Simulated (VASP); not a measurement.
Ge, 2 atoms in the cell. It takes space group Fd-3m (No. 227, cubic). The conventional cell has a = 5.630 Å, b = 5.630 Å, c = 5.630 Å, α = 90.00°, β = 90.00°, γ = 90.00°. Ge (site symmetry -43m) has 4 Ge at 2.44 Å within 3.2 Å. 

| Property | Result |
| --- | --- |
| Program | VASP 6.6.1 |
| Task | single point |
| Functional | LDA |
| Potentials or basis | VASP PAW LDA potentials, release 64 (Ge_d) |
| Cutoff | 520 eV |
| k mesh | 3 × 3 × 3 |
| Occupations | fermi-dirac, width 0.05 eV |
| Spin | no spin polarisation |
| Dipole correction | no |
| Further INCAR settings | ALGO = Normal; EDIFF = 1e-07; NBANDS = 21 |

Potentials or basis: VASP PAW LDA potentials, release 64 (Ge_d).

Launch:

```bash
$ cat potpaw_LDA.64/Ge_d/POTCAR > POTCAR
$ mpirun -np 1 vasp_std > vasp.out
```

Hardware: 1 thread of Intel Xeon 8259CL, on a shared host.

Q: How long does it take, and how much memory?

A: Run time: 9.5 s on 1 thread of Intel Xeon 8259CL (shared host), peak memory 0.14 GiB. Counts: scf iterations 12, k points 4.
